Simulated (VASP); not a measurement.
The system is MnS.

```
CELL_PARAMETERS angstrom
3.09904 0.00000 0.00000
0.00000 3.09904 0.00000
0.00000 0.00000 3.09904
ATOMIC_POSITIONS crystal
Mn 0.50000 0.50000 0.50000
S 0.00000 0.00000 0.00000
```

Base run:

```yaml
Program: VASP 6.6.1
Functional: PBEsol
Potentials_or_basis: VASP PAW PBE potentials, release 64 (Mn_pv, S)
Cutoff: 520 eV
k_mesh: 9 × 9 × 9
Occupations: fermi-dirac, width 0.025 eV
Spin: collinear spin, ferromagnetic start
Starting_moments: "[2.8, 0.0] μB"
```

Its results: pressure -13.2 GPa; net moment 3.30 μB per cell; site moments Mn +3.31; S -0.12 μB.

Problem. The run is repeated on the same cell with these changes: occupations from fermi-dirac, width 0.025 eV to fermi-dirac, width 0.25 eV. What comes out?

Solution. Pressure -10.0 GPa; net moment 3.49 μB per cell; site moments Mn +3.42; S -0.07 μB.

Caveats: the PAW data sets were made with another functional, which shifts forces and pressure a little; a cell with one magnetic atom can't hold antiferromagnetic order, which such compounds often take.
